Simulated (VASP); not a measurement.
# WCl in VASP: notebook

WCl is run at these levels: PBE; tasks: single point.

Everything below comes from runs of VASP 6.6.1. Logs are shortened: lines on timing, memory, paths and dates and some standing lists are left out, and cuts for length are marked.

**1. The cell of the first run**

It takes space group Cmmm (No. 65, orthorhombic). Conventional cell: a = 4.921 Å, b = 4.937 Å, c = 2.788 Å, α = 90.00°, β = 90.00°, γ = 90.00°. Within 3.2 Å of W (site symmetry mmm) lie 4 Cl at 2.46 to 2.47 Å and 2 W at 2.79 Å. Cl (site symmetry mmm) has 4 W at 2.46 to 2.47 Å and 2 Cl at 2.79 Å within 3.2 Å.

The cell was built from a structure type or drawn by symmetry, and may not be a known phase.

**2. Single point, PBE**

Contents of INCAR:

```
SYSTEM = WCl
  ALGO = Normal
  EDIFF = 1E-6
  ENCUT = 500
  GGA = PE
  GGA_COMPAT = .FALSE.
  ISIF = 2
  ISMEAR = 0
  LASPH = .TRUE.
  LCHARG = .FALSE.
  LREAL = .FALSE.
  LWAVE = .FALSE.
  NBANDS = 18
  NELM = 120
  PREC = Accurate
  SIGMA = 0.2
```

Contents of KPOINTS:

```
k-points
0
G
  6 6 5
  0 0 0
```

Contents of POSCAR:

```
WCl
1.0
    2.4605154754     -2.4684867435      0.0000000000
    2.4605154754      2.4684867435      0.0000000000
    0.0000000000      0.0000000000      2.7883646908
W Cl
1 1
Direct
    0.5000000000      0.5000000000      0.5000000000
    0.0000000000      0.0000000000      0.5000000000
```

Potentials or basis: VASP PAW PBE potentials, release 64 (W_sv, Cl).

Command:

```bash
$ cat potpaw_PBE.64/W_sv/POTCAR potpaw_PBE.64/Cl/POTCAR > POTCAR
$ mpirun -np 1 vasp_std > vasp.out
```

OUTCAR:

```text
SYSTEM = WCl
   EDIFF = 1E-6
   ENCUT = 500
   GGA = PE
   ISIF = 2
   ISMEAR = 0
   LASPH = .TRUE.
   LREAL = .FALSE.
   NELM = 120
   PREC = Accurate

 ion  position               nearest neighbor table
   1  0.500  0.500  0.500-   2 2.46   2 2.46   2 2.47   2 2.47
   2  0.000  0.000  0.500-   1 2.46   1 2.46   1 2.47   1 2.47

  LATTYP: Found a base centered orthorhombic cell.
 ALAT       =     4.9210309508
 B/A-ratio  =     1.0032396740
 C/A-ratio  =     0.5666220592

  Lattice vectors:

 A1 = (   2.4605154754,  -2.4684867435,   0.0000000000)
 A2 = (   2.4605154754,   2.4684867435,   0.0000000000)
 A3 = (   0.0000000000,   0.0000000000,   2.7883646908)

Analysis of symmetry for initial positions (statically):
=====================================================================
 Subroutine PRICEL returns:
 Original cell was already a primitive cell.

 Routine SETGRP: Setting up the symmetry group for a
 base centered orthorhombic supercell.

 Subroutine GETGRP returns: Found  8 space group operations
 (whereof  8 operations were pure point group operations)
 out of a pool of  8 trial point group operations.

The static configuration has the point symmetry D_2h.

Analysis of symmetry for dynamics (positions and initial velocities):
=====================================================================
 Subroutine PRICEL returns:
 Original cell was already a primitive cell.

 Routine SETGRP: Setting up the symmetry group for a
 base centered orthorhombic supercell.

 Subroutine GETGRP returns: Found  8 space group operations
 (whereof  8 operations were pure point group operations)
 out of a pool of  8 trial point group operations.

The dynamic configuration has the point symmetry D_2h.

 Subroutine INISYM returns: Found  8 space group operations
 (whereof  8 operations are pure point group operations),
 and found     1 'primitive' translations

----------------------------------------------------------------------------------------

                                     Primitive cell

  volume of cell :      33.8717

  direct lattice vectors                    reciprocal lattice vectors
     2.460515475 -2.468486744  0.000000000     0.203209451 -0.202553245  0.000000000
     2.460515475  2.468486744  0.000000000     0.203209451  0.202553245  0.000000000
     0.000000000  0.000000000  2.788364691     0.000000000  0.000000000  0.358633146

  length of vectors
     3.485335451  3.485335451  2.788364691     0.286917929  0.286917929  0.358633146

  position of ions in fractional coordinates (direct lattice)
     0.500000000  0.500000000  0.500000000
[... 79 lines left out ...]
   LREAL  =      F    real-space projection
   EDIFFG = 0.1E-04   stopping-criterion for IOM
   NSW    =      0    number of steps for IOM
   IBRION =     -1    ionic relax: 0-MD 1-quasi-New 2-CG
   NFREE  =      0    steps in history (QN), initial steepest desc. (CG)
   ISIF   =      2    stress and relaxation
   ISYM   =      2    0-nonsym 1-usesym 2-fastsym
   POTIM  = 0.5000    time-step for ionic-motion
   TEBEG  =    0.0;   TEEND  =   0.0 temperature during run
   PSTRESS=    0.0 pullay stress
   NELECT =      21.0000    total number of electrons
   NUPDOWN=      -1.0000    fix difference up-down
   EMIN   =  10.00;   EMAX   =-10.00  energy-range for DOS
   EFERMI =   0.00;   METHOD = LEGACY
   ISMEAR =     0;   SIGMA  =   0.20  broadening in eV -4-tet -1-fermi 0-gaus
   EFERMI_NEDOS =   21; number of points for ismear=-14 and -15
   IALGO  =     38    algorithm
   IMIX   =      4    mixing-type and parameters
     AMIX     =   0.40;   BMIX     =  1.00
     AMIX_MAG =   1.60;   BMIX_MAG =  1.00
  volume/ion in A,a.u.               =      16.94       114.29
  Fermi-wavevector in a.u.,A,eV,Ry     =   1.395948  2.637958 26.513260  1.948670
  Thomas-Fermi vector in A             =   2.519350
   LORBIT       =      0    0 simple, 1 ext, 2 COOP (PROOUT), +10 PAW based schemes
   GGA     = PE    functional components
   LHFCALC =     F    Hartree Fock is set to
   AEXX    =    0.0000 exact exchange contribution
   IVDW    =     0    specifies the selected vdW correction
   LEPSILON=     F    determine dielectric tensor
   LRPA    =     F    only Hartree local field effects (RPA)
 non-spin polarized calculation
 Gauss-broadening in eV      SIGMA  =   0.20
  energy-cutoff  :      500.00
  volume of cell :       33.87
 maximum number of plane-waves:       878
 NGX is ok and might be reduce to    28

 number of electron      20.9999996 magnetization

 Free energy of the ion-electron system (eV)
  ---------------------------------------------------
  ext. energy  EPLUGINS =         0.00000000
  ---------------------------------------------------
  free energy    TOTEN  =       -12.13274382 eV

  energy without entropy =      -12.09030674  energy(sigma->0) =      -12.11152528

 E-fermi :   9.5823     XC(G=0): -11.9050

 val. band max:        9.5507030778   @ k =   0.5000   0.5000   0.0000
 cond. band min:       9.6108501938   @ k =  -0.3333   0.3333   0.2000
 fundamental gap:      0.0601471160
 Fermi energy:         9.5822615364

 k-point     1 :       0.0000    0.0000    0.0000
  band No.  band energies     occupation
      1     -64.9606      2.00000
      2     -29.3424      2.00000
      3     -29.3350      2.00000
      4     -28.5316      2.00000
      5     -10.1406      2.00000
      6       2.9581      2.00000
[... 481 lines left out ...]
      5      -9.1602      2.00000
      6       1.0406      2.00000
[... 10 lines left out ...]
     17      20.6662      0.00000
     18      21.0604      0.00000

 [... further k-points ...]

------------------------ aborting loop because EDIFF is reached ----------------------------------------

  FORCE on cell =-STRESS in cart. coord.  units (eV):
  Direction    XX          YY          ZZ          XY          YZ          ZX
  --------------------------------------------------------------------------------------
  -------------------------------------------------------------------------------------
  Total        0.1889846      0.1283064      0.0083191      0.0000000      0.0000000      0.0000000
  in kB        8.9392386      6.0690719      0.3935030      0.0000000      0.0000000      0.0000000
  external PRESSURE =       5.1339378 kB  Pullay stress =       0.0000000 kB

 VOLUME and BASIS-vectors are now :
 -----------------------------------------------------------------------------
  energy-cutoff  :      500.00
  volume of cell :       33.87
      direct lattice vectors                 reciprocal lattice vectors
     2.460515475 -2.468486744  0.000000000     0.203209451 -0.202553245  0.000000000
     2.460515475  2.468486744  0.000000000     0.203209451  0.202553245  0.000000000
     0.000000000  0.000000000  2.788364691     0.000000000  0.000000000  0.358633146

 POSITION                                       TOTAL-FORCE (eV/Angst)
 -----------------------------------------------------------------------------------
      2.46052      0.00000      1.39418        -0.000000      0.000000      0.000000
      0.00000      0.00000      1.39418         0.000000     -0.000000      0.000000
 -----------------------------------------------------------------------------------
    total drift:                                0.000000      0.000000      0.000000

  FREE ENERGIE OF THE ION-ELECTRON SYSTEM (eV)
  ---------------------------------------------------
  free  energy   TOTEN  =       -12.1327438165 eV

  energy  without entropy=      -12.0903067386  energy(sigma->0) =      -12.11152528
```

It took 12 s on 1 thread of Intel Xeon Platinum 8259CL at 2.50GHz (Skylake/Cascade Lake), shared host; peak memory 0.15 GiB.

Results:

```
Free energy            : -12.1327 eV
Pressure               : 0.5 GPa
Band gap on the k mesh : zero (an odd number of electrons rules out a gap without spin polarisation)
```

Caveat: the k points lie up to 0.45 Å⁻¹ apart, too coarse for converged energies and pressures of a metal; spin-orbit coupling is left out, which moves the levels of the heavy elements; an odd number of electrons without spin polarisation forces a metal; a magnetic or distorted state may lie lower.

**3. Single point, PBE**

This run uses another cell than the first one: it holds 4 atoms, not 2.

Contents of INCAR:

```
PREC = Accurate ; ENCUT = 500
EDIFF = 1E-6 ; ISMEAR = 0
SIGMA = 0.2 ; LREAL = F
LASPH = T ; NELM = 120
ALGO = Normal ; ISIF = 2
LWAVE = F ; LCHARG = F
GGA = PE ; NBANDS = 29
GGA_COMPAT = F
```

Contents of KPOINTS:

```
regular mesh
0
Gamma
  5 5 3
```

Contents of POSCAR:

```
WCl
1.0
    2.8281230244      0.0000000000      0.0000000000
    0.0000000000      2.8281230244      0.0000000000
    0.0000000000      0.0000000000      9.0786330344
W Cl
2 2
Direct
    0.5000000000      0.5000000000      0.0000000000
    0.5000000000      0.5000000000      0.5000000000
    0.0000000000      0.0000000000      0.1791649240
    0.0000000000      0.0000000000      0.8208350760
```

Potentials or basis: VASP PAW PBE potentials, release 64 (W_sv, Cl).

Command:

```bash
$ cat potpaw_PBE.64/W_sv/POTCAR potpaw_PBE.64/Cl/POTCAR > POTCAR
$ mpirun -np 1 vasp_std > vasp.out
```

Run time: 24 s. Hardware: 1 thread of Intel Xeon Platinum 8259CL at 2.50GHz (Skylake/Cascade Lake), shared host; peak memory 0.19 GiB.

Results (log left out):

```yaml
Free_energy: -24.1658 eV
Pressure: 0.4 GPa
Largest_force: 0.033 eV/Å
Band_gap_on_the_k_mesh: zero (bands 21 and 22 overlap by 0.50 eV)
```

Forces on the atoms (eV/Å):
```
W    0.000  0.000  0.000
W    0.000  0.000  0.000
Cl   0.000  0.000  0.033
Cl   0.000  0.000 -0.033
```

Stress tensor (GPa, compression positive):
```
0.23 0.00 0.00
0.00 0.23 0.00
0.00 0.00 0.67
```

Levels at points of the mesh, in eV from the Fermi level:
| k point | band 18 | band 19 | band 20 | band 21 | band 22 | band 23 | band 24 | band 25 |
| --- | --- | --- | --- | --- | --- | --- | --- | --- |
| (0.00, 0.00, 0.00) | -4.06 | -2.67 | -2.58 | -0.55 | 1.60 | 1.88 | 1.88 | 2.44 |

Caveat: the k points lie up to 0.44 Å⁻¹ apart, too coarse for converged energies and pressures of a metal; spin-orbit coupling is left out, which moves the levels of the heavy elements.
